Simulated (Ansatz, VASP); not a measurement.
**SnSe in VASP and in Ansatz**

The input INCAR:

```
PREC = Accurate
ENCUT = 520
EDIFF = 1E-6
ISMEAR = 0
SIGMA = 0.05
LREAL = F
LASPH = T
NELM = 80
ALGO = Normal
ISIF = 2
LWAVE = F
LCHARG = F
GGA = PE
IVDW = 12
NBANDS = 17
```

Contents of KPOINTS:

```
Automatic mesh
0
Gamma
  10 10 10
```

Contents of POSCAR:

```
SnSe
1.0
    3.4660470824      0.0000000000      0.0000000000
    0.0000000000      3.4660470824      0.0000000000
    0.0000000000      0.0000000000      3.4660470824
Se Sn
1 1
Direct
    0.0000000000      0.0000000000      0.0000000000
    0.5000000000      0.5000000000      0.5000000000
```

Input for Ansatz:

```yaml
crystal:
  lattice:
    - [3.4660470824, 0.0, 0.0]
    - [0.0, 3.4660470824, 0.0]
    - [0.0, 0.0, 3.4660470824]
  atoms:
    - { symbol: Se, position: [0.0, 0.0, 0.0] }
    - { symbol: Sn, position: [0.5, 0.5, 0.5] }
basis:
  ecutwfc: 420
  ecutrho_ratio: 4
kpoints:
  mp_grid: { grid: [10, 10, 10] }
hamiltonian:
  xc: pbe
  dispersion: d3bj
scf:
  occupations: { method: gaussian, width: 0.05 }
output:
  forces: true
  stress: true
  eigenvalues: true
```

Alike in both runs: task single point; functional PBE; dispersion D3(BJ); k mesh 10 × 10 × 10; occupations gaussian, width 0.05 eV; no spin polarisation.

```csv
,VASP,Ansatz
version,VASP 6.6.1,Ansatz 0.2.0
potentials or method,"VASP PAW PBE potentials, release 64 (Se, Sn_d), cutoff 520 eV","scalar-relativistic, plane waves, PAW"
valence electrons in the cell,20,30
```

|  | VASP | Ansatz | Ansatz less VASP |
| --- | --- | --- | --- |
| gap on the k mesh at the Fermi level (eV) | none | none | - |
| pressure (GPa) | 9.2 | 9.1 | -0.07 |

A gap of «none» marks a metal or a gap that the smearing closes. VASP's potentials hold 20 valence electrons a cell and Ansatz's 30, so a difference there can come from the potentials and not from the codes.
